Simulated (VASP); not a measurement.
## In7CoSb8: single point with PBEsol+U

In7CoSb8:

```
CELL_PARAMETERS angstrom
0.00000 6.47820 6.47820
6.47820 0.00000 6.47820
6.47820 6.47820 0.00000
ATOMIC_POSITIONS crystal
Co 0.00000 0.00000 0.00000
In 0.00414 0.00414 0.49586
In 0.00414 0.49586 0.00414
In 0.00414 0.49586 0.49586
In 0.49586 0.00414 0.00414
In 0.49586 0.00414 0.49586
In 0.49586 0.49586 0.00414
In 0.50000 0.50000 0.50000
Sb 0.11745 0.11745 0.11745
Sb 0.11745 0.11745 0.64765
Sb 0.11745 0.64765 0.11745
Sb 0.12300 0.62567 0.62567
Sb 0.64765 0.11745 0.11745
Sb 0.62567 0.12300 0.62567
Sb 0.62567 0.62567 0.12300
Sb 0.62567 0.62567 0.62567
```

```json
{
 "Program": "VASP 6.6.1",
 "Task": "single point",
 "Functional": "PBEsol",
 "Potentials or basis": "VASP PAW PBE potentials, release 64 (Co, In_d, Sb)",
 "Cutoff": "520 eV",
 "k mesh": "2 × 2 × 2",
 "Occupations": "gaussian, width 0.05 eV",
 "Spin": "collinear spin, ferromagnetic start",
 "Starting moments": "[1.0, 0.0, 0.0, 0.0, 0.0, 0.0, 0.0, 0.0, 0.0, 0.0, 0.0, 0.0, 0.0, 0.0, 0.0, 0.0] μB",
 "Fixed moment": "1 μB",
 "Hubbard terms": "Co d U = 4.0 eV",
 "Dipole correction": "no",
 "Further INCAR settings": "LREAL = Auto; ALGO = Normal; EDIFF = 1e-07; NBANDS = 88"
}
```

```yaml
Pressure: -0.6 GPa
Largest_force: 0.266 eV/Å
Net_moment: 1.00 μB per cell
Site_moments: Co +2.13; In -0.02; Sb -0.08, -0.04 (each value once) μB
Valence_electrons_inside_the_program's_atomic_spheres: Co 7.94; In 11.43, 11.44 (each value once); Sb 2.46, 2.48 (each value once)
```

Forces in eV/Å, atoms in the order of the input:
```
Co   0.000  0.000  0.000
In   0.000  0.000 -0.106
In   0.000 -0.106  0.000
In   0.106  0.000  0.000
In  -0.106  0.000  0.000
In   0.000  0.106  0.000
In   0.000  0.000  0.106
In   0.000  0.000  0.000
Sb  -0.153 -0.153 -0.153
Sb   0.153  0.153 -0.153
Sb   0.153 -0.153  0.153
Sb  -0.006  0.006  0.006
Sb  -0.153  0.153  0.153
Sb   0.006 -0.006  0.006
Sb   0.006  0.006 -0.006
Sb  -0.006 -0.006 -0.006
```

Eigenvalues of the final occupation matrices:
```tsv
site	spin	trace	eigenvalues
site 1 d	1	4.68	0.93 0.93 0.93 0.94 0.94
site 1 d	2	2.58	0.25 0.25 0.25 0.92 0.92
```

Run time: 29 min on 1 thread of Intel(R) Xeon(R) Platinum 8375C CPU @ 2.90GHz (Ice Lake), with other jobs on the host, peak memory 1 GiB.

Caveat: the k points lie up to 0.42 Å⁻¹ apart; the PAW data sets were made with another functional, which shifts forces and pressure a little; spin-orbit coupling is left out, which moves the levels of the heavy elements; the total moment is fixed, so each spin has its own Fermi level and the state may be an excited one; a cell with one magnetic atom can't hold antiferromagnetic order, which such compounds often take; the U is typed as a test and isn't derived for this compound. The state reached can hang on the start; a lower one may exist.
